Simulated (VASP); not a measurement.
Set up this calculation in VASP 6.6.1, as the native input.

| Property | Result |
| --- | --- |
| Task | single point |
| Functional | PBE |
| Potentials or basis | VASP PAW PBE potentials, release 64 (W_sv) |
| Cutoff | 520 eV |
| k mesh | 20 × 20 × 20 |
| Occupations | gaussian, width 0.15 eV |
| Spin | no spin polarisation |
| Dipole correction | no |
| Further INCAR settings | ALGO = Fast; EDIFF = 1e-06; NBANDS = 13 |

The structure of W lies in POSCAR:

```
W
1.0
   -1.6212595000      1.5973000000      1.6212595000
    1.5733405000     -1.5973000000      1.5733405000
    1.6212595000      1.5973000000     -1.6212595000
W
1
Direct
    0.0000000000      0.0000000000      0.0000000000
```

This cell differs from its parent crystal: strain -0.0300 x Voigt [0, 0, 0, 0, 1, 0].

The input as run:

INCAR

```
SYSTEM = W
PREC = Accurate
ENCUT = 520
EDIFF = 1E-6
ISMEAR = 0
SIGMA = 0.15
LREAL = .FALSE.
LASPH = .TRUE.
NELM = 60
ALGO = Fast
ISIF = 2
LWAVE = .FALSE.
LCHARG = .FALSE.
GGA = PE
NBANDS = 13
```

KPOINTS

```
regular mesh
0
G
  20 20 20
  0 0 0
```

Potentials or basis: VASP PAW PBE potentials, release 64 (W_sv).

Command:

```bash
$ cat potpaw_PBE.64/W_sv/POTCAR > POTCAR
$ mpirun -np 1 vasp_std > vasp.out
```

Results of the run:

The pressure is -2.4 GPa and the band gap on the k mesh is zero (band 7 reaches 15.69 eV, above the bottom of band 8 at 10.04 eV).

Caveat: the cell differs from its parent crystal (strain -0.0300 x Voigt [0, 0, 0, 0, 1, 0]); spin-orbit coupling is left out, which moves the levels of the heavy elements.

Run time: 3.8 min on 1 thread of AMD EPYC 7R13 Processor (Zen 3) (shared host), peak memory 0.3 GiB.
